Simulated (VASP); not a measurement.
# Sn8O16F (a cell with a defect) in VASP: notebook, part 2 of 2

VASP 6.6.1.

### Step 3. Single point, r2SCAN

Contents of POSCAR:

```
Sn8O16F
1.0
    4.8274600300      4.8274600300      0.0000000000
   -4.8274600300      4.8274600300      0.0000000000
    0.0000000000      0.0000000000      6.4759066800
Sn O F
8 16 1
Direct
    0.0085254800      0.5061984900      0.2509633900
    0.4992400300     -0.0135528600      0.2529187300
    0.0074584800     -0.0020031000     -0.0021695400
    0.4973870800      0.4847274200     -0.0119642600
    0.0033364900      0.4980997500      0.7541983900
    0.4956836900      0.0062166500      0.7582060900
   -0.0061331800      0.0029735100      0.4992245000
    0.5137204600      0.4948232200      0.4949527800
   -0.0067183900      0.8127962300      0.2549143800
    0.5033515700      0.2965407100      0.2459086700
    0.0086942400      0.1964754500      0.2454953900
    0.5117122100      0.6797074000      0.2481520900
    0.3086938100     -0.0693956700      0.0133961000
    0.8105393100      0.5016619200      0.0047595100
    0.1907298700      0.5525733400      0.0061594800
    0.6943262500     -0.0045655700      0.0040124300
   -0.0025289800      0.8077321800      0.7458532700
    0.5840586300      0.3064230000      0.7275192000
   -0.0298385200      0.1909825500      0.7463175400
    0.5043105200      0.6886319500      0.7448008600
    0.3037735400      0.0029916800      0.5055449500
    0.8216170400      0.5131361700      0.4950798000
    0.2033548000      0.4916565100      0.5051998800
    0.6888078200     -0.0145040500      0.4994109200
    0.2916062100      0.2474731800     -0.1120563300
```

Contents of INCAR.step1:

```
PREC     = Accurate       # precision mode
ENCUT    = 580            # plane-wave cutoff, eV
ISMEAR   = -1             # smearing method
SIGMA    = 0.01           # smearing width, eV
LREAL    = Auto         
LASPH    = T              # aspherical terms in the spheres
NELM     = 120            # most SCF steps
NBANDS   = 126            # bands
NELECT   = 216.0        
GGA      = PE             # functional
ALGO     = Normal         # electronic algorithm
EDIFF    = 1E-5           # SCF threshold, eV
LWAVE    = T              # write WAVECAR
LCHARG   = F              # write CHGCAR
GGA_COMPAT= F            
ISYM     = -1
```

Contents of INCAR.step2:

```
PREC     = Accurate       # precision mode
ENCUT    = 580            # plane-wave cutoff, eV
EDIFF    = 1E-6           # SCF threshold, eV
ISMEAR   = -1             # smearing method
SIGMA    = 0.01           # smearing width, eV
LREAL    = Auto         
LASPH    = T              # aspherical terms in the spheres
NELM     = 120            # most SCF steps
ALGO     = Normal         # electronic algorithm
ISIF     = 2              # what is computed and relaxed
LWAVE    = F              # write WAVECAR
LCHARG   = F              # write CHGCAR
METAGGA  = R2SCAN         # meta-GGA
LMIXTAU  = T            
NBANDS   = 126            # bands
NELECT   = 216.0        
ISTART   = 1            
GGA_COMPAT= F            
ISYM     = -1
```

Contents of KPOINTS:

```
explicit points
1
Reciprocal
  0.25000000   0.25000000   0.25000000 1
```

Potentials or basis: VASP PAW PBE potentials, release 64 (Sn_d, O, F).

Launch:

```bash
$ cat potpaw_PBE.64/Sn_d/POTCAR potpaw_PBE.64/O/POTCAR potpaw_PBE.64/F/POTCAR > POTCAR
$ cp INCAR.step1 INCAR
$ mpirun -np 1 vasp_std > vasp.out
$ cp INCAR.step2 INCAR
$ mpirun -np 1 vasp_std > vasp.out
```

Run time: 4 min. Hardware: 1 thread of Intel Xeon Platinum 8488C (Sapphire Rapids), shared host; peak memory 0.44 GiB.

The run converged. Its results:

```yaml
Free_energy: -334.2789 eV
Largest_force: 0.304 eV/Å
```

Forces on the atoms (eV/Å):
```
Sn  -0.099  0.025 -0.026
Sn   0.091 -0.040 -0.026
Sn   0.039 -0.067 -0.012
Sn  -0.040  0.067  0.011
Sn  -0.069 -0.012  0.012
Sn   0.077  0.023  0.002
Sn   0.008 -0.087  0.026
Sn   0.037  0.102  0.014
O   -0.002  0.047  0.025
O   -0.013 -0.021 -0.020
O    0.006 -0.004 -0.011
O    0.005 -0.042  0.064
O   -0.202  0.210 -0.008
O    0.036  0.006 -0.002
O    0.157 -0.181  0.000
O   -0.045 -0.013 -0.006
O   -0.011  0.032 -0.004
O   -0.223 -0.206  0.012
O    0.113  0.101 -0.002
O    0.040 -0.046 -0.011
O    0.009  0.021  0.031
O    0.065 -0.012 -0.024
O   -0.002 -0.003  0.003
O   -0.047  0.024 -0.038
F    0.071  0.077 -0.009
```

Levels at points of the mesh, in eV from the Fermi level:
```
           k point  band 106  band 107  band 108  band 109  band 110  band 111
(0.25, 0.25, 0.25)     -0.77     -0.55     -0.33      2.71      4.30      4.45
```

Caveat: the cell carries a net charge on a neutralising background, which shifts energy and pressure; the cell is charged against a uniform background, so pressure and absolute levels hang on convention; the PAW data sets were made with another functional, which shifts forces and pressure a little; spin-orbit coupling is left out, which moves the levels of the heavy elements.

### Step 4. Single point, HSE06

Contents of POSCAR:

```
Sn8O16F
1.0
    4.8274600300      4.8274600300      0.0000000000
   -4.8274600300      4.8274600300      0.0000000000
    0.0000000000      0.0000000000      6.4759066800
Sn O F
8 16 1
Direct
    0.0110357400      0.4897748900      0.2418574700
    0.5024389000     -0.0017516700      0.2462928500
    0.0083786400      0.0111648900      0.0120963900
    0.4987797400      0.4979473500      0.0027043400
    0.0070348900      0.5098154000      0.7471427700
    0.4975173600     -0.0099791600      0.7496014400
   -0.0076724200      0.0013282400      0.5051804100
    0.5124012600      0.4932605100      0.5012129100
    0.0020714900      0.8073374700      0.2555022200
    0.5367570100      0.3052194900      0.2543385800
   -0.0775679700      0.1893448200      0.2722716100
    0.5082489700      0.6884923600      0.2544703000
    0.3149367500     -0.0555836000     -0.0056805100
    0.8121737200      0.5008462400     -0.0035815600
    0.1976410800      0.5660820800     -0.0136414300
    0.6952389000     -0.0057061600     -0.0042770900
   -0.0059871800      0.8166127200      0.7519694400
    0.4977025500      0.2998000000      0.7551236900
    0.0027000400      0.1997299700      0.7545572700
    0.5130844900      0.6834496200      0.7455019500
    0.3026908700      0.0047072900      0.4953745400
    0.8176022000      0.5105984400      0.5005072300
    0.2025702200      0.4929721900      0.4946630600
    0.6843588800     -0.0168577700      0.5053819300
    0.2152321700      0.2498063700      0.1131323600
```

Contents of INCAR.step1:

```
SYSTEM = Sn8O16F
ALGO     = Normal         ! electronic algorithm
EDIFF    = 1E-5           ! SCF threshold, eV
ENCUT    = 520            ! plane-wave cutoff, eV
GGA      = PE             ! functional
GGA_COMPAT= .False.      
ISIF     = 2              ! what is computed and relaxed
ISMEAR   = -1             ! smearing method
ISYM     = -1           
LASPH    = .True.         ! aspherical terms in the spheres
LCHARG   = .False.        ! write CHGCAR
LREAL    = Auto         
LWAVE    = .True.         ! write WAVECAR
NBANDS   = 126            ! bands
NELECT   = 216.0        
NELM     = 120            ! most SCF steps
PREC     = Accurate       ! precision mode
SIGMA    = 0.01           ! smearing width, eV
```

Contents of INCAR.step2:

```
SYSTEM = Sn8O16F
ALGO     = Normal         ! electronic algorithm
EDIFF    = 1E-6           ! SCF threshold, eV
ENCUT    = 520            ! plane-wave cutoff, eV
GGA      = PE             ! functional
GGA_COMPAT= .False.      
HFSCREEN = 0.2079         ! screening, 1/A
ISIF     = 2              ! what is computed and relaxed
ISMEAR   = -1             ! smearing method
ISTART   = 1            
ISYM     = -1           
LASPH    = .True.         ! aspherical terms in the spheres
LCHARG   = .False.        ! write CHGCAR
LHFCALC  = .True.         ! exact exchange
LREAL    = Auto         
LWAVE    = .False.        ! write WAVECAR
NBANDS   = 126            ! bands
NELECT   = 216.0        
NELM     = 120            ! most SCF steps
PREC     = Accurate       ! precision mode
PRECFOCK = Fast         
SIGMA    = 0.01           ! smearing width, eV
```

KPOINTS is that of step 3.

Launch:

```bash
$ cat potpaw_PBE.64/Sn_d/POTCAR potpaw_PBE.64/O/POTCAR potpaw_PBE.64/F/POTCAR > POTCAR
$ cp INCAR.step1 INCAR
$ mpirun -np 1 vasp_std > vasp.out
$ cp INCAR.step2 INCAR
$ mpirun -np 1 vasp_std > vasp.out
```

Wall time 5.5 min (1 thread of Intel Xeon Platinum 8488C (Sapphire Rapids), shared host); peak memory 0.53 GiB.

It converged, with:

| Quantity | Value |
| --- | --- |
| Free energy | -186.4935 eV |
| Largest force | 0.474 eV/Å |

Forces on the atoms (eV/Å):
```
Sn  -0.095 -0.034 -0.026
Sn   0.114  0.011 -0.016
Sn   0.037 -0.079  0.013
Sn  -0.075  0.119  0.006
Sn  -0.136  0.026  0.046
Sn   0.139 -0.034  0.021
Sn  -0.053 -0.130 -0.016
Sn  -0.003  0.132 -0.036
O   -0.134  0.146  0.011
O   -0.218 -0.103  0.000
O    0.384  0.277 -0.007
O    0.087 -0.117 -0.004
O   -0.165  0.328 -0.012
O    0.126  0.078  0.001
O    0.264 -0.361  0.005
O   -0.121 -0.071  0.020
O   -0.052  0.115 -0.106
O   -0.050  0.060  0.006
O    0.072 -0.033  0.030
O    0.069 -0.140 -0.035
O    0.061  0.047  0.000
O    0.124  0.015  0.092
O   -0.079 -0.070 -0.045
O   -0.160 -0.046  0.036
F   -0.135 -0.132  0.014
```

Levels at points of the mesh, in eV from the Fermi level:
```tsv
k point	band 105	band 106	band 107	band 108	band 109	band 110	band 111	band 112
(0.25, 0.25, 0.25)	-0.89	-0.71	-0.49	-0.28	3.99	5.66	5.81	6.23
```

Caveat: the cell carries a net charge on a neutralising background, which shifts energy and pressure; the cell is charged against a uniform background, so pressure and absolute levels hang on convention; the PAW data sets were made with another functional, which shifts forces and pressure a little; spin-orbit coupling is left out, which moves the levels of the heavy elements.
